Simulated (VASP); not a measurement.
A run of VASP 6.6.1 is set up as follows.

Contents of INCAR:

```
PREC     = Accurate       # precision mode
ENCUT    = 520            # plane-wave cutoff, eV
EDIFF    = 1E-6           # SCF threshold, eV
ISMEAR   = 0              # smearing method
SIGMA    = 0.01           # smearing width, eV
LREAL    = False          # projectors in reciprocal space
LASPH    = True           # aspherical terms in the spheres
NELM     = 80             # most SCF steps
ALGO     = Normal         # electronic algorithm
ISIF     = 2              # what is computed and relaxed
LWAVE    = False          # write WAVECAR
LCHARG   = True           # write CHGCAR
LELF     = True           # ELF
LVHAR    = True         
NBANDS   = 14             # bands
```

The input KPOINTS:

```
Automatic mesh
0
Gamma
  10 10 10
```

Contents of POSCAR:

```
NaF
1.0
    0.0000000000      2.2517812203      2.2517812203
    2.2517812203      0.0000000000      2.2517812203
    2.2517812203      2.2517812203      0.0000000000
Na F
1 1
Direct
    0.0000000000      0.0000000000      0.0000000000
    0.5000000000      0.5000000000      0.5000000000
```

Potentials or basis: VASP PAW LDA potentials, release 64 (Na_pv, F).

Run with:

```sh
$ cat potpaw_LDA.64/Na_pv/POTCAR potpaw_LDA.64/F/POTCAR > POTCAR
$ mpirun -np 1 vasp_std > vasp.out
```

(1) Estimate the band gap on the k mesh.

(2) Estimate the pressure.

Results:

(1) 6.43 eV, direct.

(2) -0.1 GPa.
